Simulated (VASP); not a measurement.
A run of VASP 6.6.1:

File INCAR:

```
  PREC = Accurate
  ENCUT = 500
  EDIFF = 1E-6
  ISMEAR = 0
  SIGMA = 0.02
  LREAL = False
  LASPH = True
  NELM = 120
  ALGO = Normal
  ISIF = 2
  LWAVE = False
  LCHARG = False
  NBANDS = 15
  GGA_COMPAT = False
```

Contents of KPOINTS:

```
regular mesh
0
Gamma
  8 8 8
```

POSCAR

```
CaSe
1.0
    0.0000000000      2.8951827334      2.8951827334
    2.8951827334      0.0000000000      2.8951827334
    2.8951827334      2.8951827334      0.0000000000
Ca Se
1 1
Direct
    0.0000000000      0.0000000000      0.0000000000
    0.5000000000      0.5000000000      0.5000000000
```

Potentials or basis: VASP PAW LDA potentials, release 64 (Ca_sv, Se).

Command:

```console
$ cat potpaw_LDA.64/Ca_sv/POTCAR potpaw_LDA.64/Se/POTCAR > POTCAR
$ mpirun -np 1 vasp_std > vasp.out
```

Hardware: 1 thread of Intel(R) Xeon(R) 6975P-C (Granite Rapids), with other jobs on the host.

Question: How long does it take, and how much memory?

Answer: Wall time 7.3 s on 1 thread of Intel(R) Xeon(R) 6975P-C (Granite Rapids), with other jobs on the host, peak memory 0.15 GiB. Counts: scf iterations 11, k points 29.
